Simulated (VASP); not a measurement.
Here is a VASP 6.6.1 calculation.

The input INCAR:

```
  PREC = Accurate
  ENCUT = 520
  EDIFF = 1E-6
  ISMEAR = 0
  SIGMA = 0.05
  LREAL = F
  LASPH = T
  NELM = 150
  ALGO = Normal
  ISIF = 2
  LWAVE = F
  LCHARG = F
  ISPIN = 2
  MAGMOM = 0 0 0 0
  LORBIT = 11
  LMAXMIX = 4
  LDAU = T
  LDAUTYPE = 2
  LDAUL = -1 2 -1
  LDAUU = 0 5 0
  LDAUJ = 0 0 0
  LDAUPRINT = 1
  GGA = PE
  NBANDS = 24
```

KPOINTS

```
regular mesh
0
Gamma
  6 6 6
```

File POSCAR:

```
LiIrS2
1.0
    1.8142657300      1.0474668100      6.5864769200
   -1.8142657300      1.0474668100      6.5864769200
    0.0000000000     -2.0949336100      6.5864769200
Li Ir S
1 1 2
Direct
    0.5000000000      0.5000000000      0.5000000000
    0.0000000000      0.0000000000      0.0000000000
    0.2667000000      0.2667000000      0.2667000000
    0.7333000000      0.7333000000      0.7333000000
```

Potentials or basis: VASP PAW PBE potentials, release 64 (Li_sv, Ir, S).

Run with:

```console
$ cat potpaw_PBE.64/Li_sv/POTCAR potpaw_PBE.64/Ir/POTCAR potpaw_PBE.64/S/POTCAR > POTCAR
$ mpirun -np 1 vasp_std > vasp.out
```

(1) Predict the net moment.

(2) What does it give for the largest force?

(3) Estimate the band gap on the k mesh.

Results:

(1) 0.00 μB per cell.

(2) 0.700 eV/Å.

(3) 2.33 eV (least direct gap 2.41 eV).

Caveat: spin-orbit coupling is left out, which moves the levels of the heavy elements.
